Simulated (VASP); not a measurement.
Write the native input for VASP 6.6.1 that does the following.

```
Task                   : single point
Functional             : r2SCAN
Potentials or basis    : VASP PAW PBE potentials, release 64 (Ga_d, Sb)
Cutoff                 : 520 eV
k mesh                 : 10 × 10 × 10
Occupations            : gaussian, width 0.05 eV
Spin                   : no spin polarisation
Dipole correction      : no
Further INCAR settings : ALGO = Normal; EDIFF = 1e-06; NBANDS = 16
```

GaSb:

```
CELL_PARAMETERS angstrom
0.00000 3.21195 2.90605
3.21195 0.00000 2.90605
3.21195 3.21195 0.00000
ATOMIC_POSITIONS crystal
Ga 0.00000 0.00000 0.00000
Sb 0.75000 0.75000 0.75000
```

This cell differs from its parent crystal: strain +0.050 along x and y, -0.050 along z.

The input as run:

POSCAR

```
GaSb
1.0
    0.0000000000      3.2119500000      2.9060500000
    3.2119500000      0.0000000000      2.9060500000
    3.2119500000      3.2119500000      0.0000000000
Ga Sb
1 1
Direct
    0.0000000000      0.0000000000      0.0000000000
    0.7500000000      0.7500000000      0.7500000000
```

INCAR.step1

```
ALGO = Normal
EDIFF = 1E-4
ENCUT = 520
GGA = PE
ISMEAR = 0
LASPH = True
LCHARG = False
LREAL = False
LWAVE = True
NBANDS = 16
NELM = 100
PREC = Accurate
SIGMA = 0.05
```

INCAR.step2

```
ALGO = Normal
EDIFF = 1E-6
ENCUT = 520
ISIF = 2
ISMEAR = 0
ISTART = 1
LASPH = True
LCHARG = False
LMIXTAU = True
LREAL = False
LWAVE = False
METAGGA = R2SCAN
NBANDS = 16
NELM = 100
PREC = Accurate
SIGMA = 0.05
```

KPOINTS

```
k-points
0
Gamma
  10 10 10
```

Potentials or basis: VASP PAW PBE potentials, release 64 (Ga_d, Sb).

The run is started by

```sh
$ cat potpaw_PBE.64/Ga_d/POTCAR potpaw_PBE.64/Sb/POTCAR > POTCAR
$ cp INCAR.step1 INCAR
$ mpirun -np 1 vasp_std > vasp.out
$ cp INCAR.step2 INCAR
$ mpirun -np 1 vasp_std > vasp.out
```

Results of the run:

* Pressure: -1.9 GPa
* Band gap on the k mesh: 0.30 eV

Caveat: the cell differs from its parent crystal (strain +0.050 along x and y, -0.050 along z); semilocal functionals underestimate gaps, and a narrow one can read as zero; the PAW data sets were made with another functional, which shifts forces and pressure a little; spin-orbit coupling is left out, which moves the levels of the heavy elements.

Wall time 2.8 min on 1 thread of Intel(R) Xeon(R) Platinum 8488C (Sapphire Rapids), with other jobs on the host, peak memory 0.27 GiB.
